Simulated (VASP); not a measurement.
Write the native input for VASP 6.6.1 that does the following.

| Quantity | Value |
| --- | --- |
| Task | relaxation of shape and atoms at fixed volume |
| Functional | PBE |
| Potentials or basis | VASP PAW PBE potentials, release 64 (Si, C) |
| Cutoff | 600 eV |
| k mesh | 6 × 6 × 6 |
| Occupations | gaussian, width 0.02 eV |
| Spin | no spin polarisation |
| Dipole correction | no |
| Further INCAR settings | ALGO = Normal; EDIFF = 1e-07; IBRION = 2; EDIFFG = -0.01; NSW = 50; ISIF = 4 |

The structure of Si6C lies in POSCAR:

```
Si6C
1.0
    4.8476143014      2.7987714218      3.0006958157
   -4.8476143014      2.7987714218      3.0006958157
    0.0000000000     -5.5975428437      3.0006958157
Si C
12 2
Direct
    0.3870941659      0.1371570904      0.0127518674
    0.6129058341      0.8628429096      0.9872481326
    0.6169004928      0.7400151846      0.3206390690
    0.3830995072      0.2599848154      0.6793609310
    0.0127518674      0.3870941659      0.1371570904
    0.9872481326      0.6129058341      0.8628429096
    0.3206390690      0.6169004928      0.7400151846
    0.6793609310      0.3830995072      0.2599848154
    0.1371570904      0.0127518674      0.3870941659
    0.8628429096      0.9872481326      0.6129058341
    0.2599848154      0.6793609310      0.3830995072
    0.7400151846      0.3206390690      0.6169004928
    0.9108936235      0.9108936235      0.9108936235
    0.0891063765      0.0891063765      0.0891063765
```

One way to write it, as run:

INCAR

```
SYSTEM = Si6C
  PREC = Accurate
  ENCUT = 600
  EDIFF = 1E-7
  ISMEAR = 0
  SIGMA = 0.02
  LREAL = .False.
  LASPH = .True.
  NELM = 120
  ALGO = Normal
  ISIF = 4
  LWAVE = .False.
  LCHARG = .False.
  GGA = PE
  IBRION = 2
  NSW = 50
  EDIFFG = -0.01
  GGA_COMPAT = .False.
  NELMIN = 4
```

KPOINTS

```
Automatic mesh
0
Gamma
  6 6 6
  0 0 0
```

Potentials or basis: VASP PAW PBE potentials, release 64 (Si, C).

Command:

```sh
$ cat potpaw_PBE.64/Si/POTCAR potpaw_PBE.64/C/POTCAR > POTCAR
$ mpirun -np 1 vasp_std > vasp.out
```

Results of the run:

| Quantity | Value |
| --- | --- |
| Energy gained by relaxing | 0.2 meV/atom |
| Ionic steps | 6 |
| Pressure after relaxing | -3.0 GPa |
| Largest force after relaxing | 0.009 eV/Å |
| Band gap on the k mesh | 0.57 eV (least direct gap 1.17 eV) |

Wall time 21 min on 1 thread of Intel(R) Xeon(R) Platinum 8488C (Sapphire Rapids), with other jobs on the host, peak memory 0.62 GiB.
